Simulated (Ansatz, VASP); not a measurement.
Cs3Al in VASP and in Ansatz

POSCAR

```
Cs3Al
1.0
    5.2893095062      0.0000000000      0.0000000000
    0.0000000000      5.2893095062      0.0000000000
    0.0000000000      0.0000000000      5.2893095062
Cs Al
3 1
Direct
    0.0000000000      0.5000000000      0.5000000000
    0.5000000000      0.0000000000      0.5000000000
    0.5000000000      0.5000000000      0.0000000000
    0.0000000000      0.0000000000      0.0000000000
```

Contents of INCAR.step1:

```
SYSTEM = Cs3Al
ALGO = Normal
EDIFF = 1E-4
ENCUT = 600
GGA = PE
ISMEAR = 0
LASPH = .True.
LCHARG = .False.
LREAL = .False.
LWAVE = .True.
NELM = 80
PREC = Accurate
SIGMA = 0.1
```

File INCAR.step2:

```
SYSTEM = Cs3Al
ALGO = Normal
EDIFF = 1E-6
EDIFFG = -0.04
ENCUT = 600
IBRION = 2
ISIF = 3
ISMEAR = 0
ISTART = 1
LASPH = .True.
LCHARG = .False.
LMIXTAU = .True.
LREAL = .False.
LWAVE = .False.
METAGGA = R2SCAN
NELM = 80
NSW = 90
PREC = Accurate
SIGMA = 0.1
```

The input KPOINTS:

```
k-points
0
Gamma
  4 4 4
  0 0 0
```

Input for Ansatz:

```yaml
crystal:
  lattice:
    - [5.2893095062, 0.0, 0.0]
    - [0.0, 5.2893095062, 0.0]
    - [0.0, 0.0, 5.2893095062]
  atoms:
    - { symbol: Cs, position: [0.0, 0.5, 0.5] }
    - { symbol: Cs, position: [0.5, 0.0, 0.5] }
    - { symbol: Cs, position: [0.5, 0.5, 0.0] }
    - { symbol: Al, position: [0.0, 0.0, 0.0] }
basis:
  ecutwfc: 500
kpoints:
  mp_grid: { grid: [4, 4, 4] }
hamiltonian:
  xc: r2scan
scf:
  occupations: { method: gaussian, width: 0.1 }
  lower_state_search: "off"
output:
  forces: true
  stress: true
  eigenvalues: true
relax:
  adjacent_minimum: "off"
  f_tol: 0.04
  max_steps: 70
  cell: { stress_tol: 0.4 }
```

Alike in both runs: task relaxation of cell and atoms; functional r2SCAN; k mesh 4 × 4 × 4; occupations gaussian, width 0.1 eV; no spin polarisation.

|  | VASP | Ansatz |
| --- | --- | --- |
| version | VASP 6.6.1 | Ansatz 0.2.0 |
| potentials or method | VASP PAW PBE potentials, release 64 (Cs_sv, Al), cutoff 600 eV | scalar-relativistic, plane waves, PAW |
| valence electrons in the cell | 30 | 30 |

VASP gave:

| Property | Result |
| --- | --- |
| gap on the k mesh at the Fermi level, each at its own relaxed structure (eV) | none |
| relaxed volume (Å³/atom) | 62.96 |
| relaxed length of the cell vector where the two differ most in proportion (Å) | 6.315 |

Question: Which values does Ansatz return?

Answer: gap on the k mesh at the Fermi level, each at its own relaxed structure (eV): none; relaxed volume (Å³/atom): 60.51; relaxed length of the cell vector where the two differ most in proportion (Å): 6.232.

VASP's potentials were made for PBE, not for r2SCAN. A gap of «none» marks a metal or a gap that the smearing closes.

Spin-orbit coupling is off throughout. Noted on VASP's run: the volume moved by over 15 % at a fixed basis, so the end points are rough.
